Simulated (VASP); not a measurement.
HfN: single point with LDA

HfN:

```xyz
2
Lattice="0.0000 2.4132 2.4132 2.4132 0.0000 2.4132 2.4132 2.4132 0.0000" Properties=species:S:1:pos:R:3 pbc="T T T"
Hf    0.0000    0.0000    0.0000
N     3.6198    3.6198    3.6198
```

```
Program                : VASP 6.6.1
Task                   : single point
Functional             : LDA
Potentials or basis    : VASP PAW LDA potentials, release 64 (Hf_pv, N)
Cutoff                 : 520 eV
k mesh                 : 10 × 10 × 10
Occupations            : fermi-dirac, width 0.05 eV
Spin                   : no spin polarisation
Dipole correction      : no
Further INCAR settings : ALGO = Normal; EDIFF = 1e-06; NBANDS = 14
```

* Pressure: 0.1 GPa

Levels at points of the mesh, in eV from the Fermi level:
| k point | band 4 | band 5 | band 6 | band 7 | band 8 | band 9 | band 10 | band 11 |
| --- | --- | --- | --- | --- | --- | --- | --- | --- |
| (0.00, 0.00, 0.00) | -16.15 | -5.67 | -5.67 | -5.67 | -0.47 | 2.27 | 2.27 | 6.90 |
| (0.50, 0.00, 0.00) | -14.93 | -5.75 | -5.04 | -5.04 | 1.66 | 2.82 | 2.82 | 4.46 |
| (0.50, 0.50, 0.00) | -14.50 | -7.17 | -3.60 | -3.60 | -1.10 | 2.28 | 4.20 | 4.92 |

Wall time 36 s on 1 thread of AMD EPYC 7R43 64-Core Processor (Zen 3), with other jobs on the host, peak memory 0.12 GiB.

Caveat: spin-orbit coupling is left out, which moves the levels of the heavy elements.
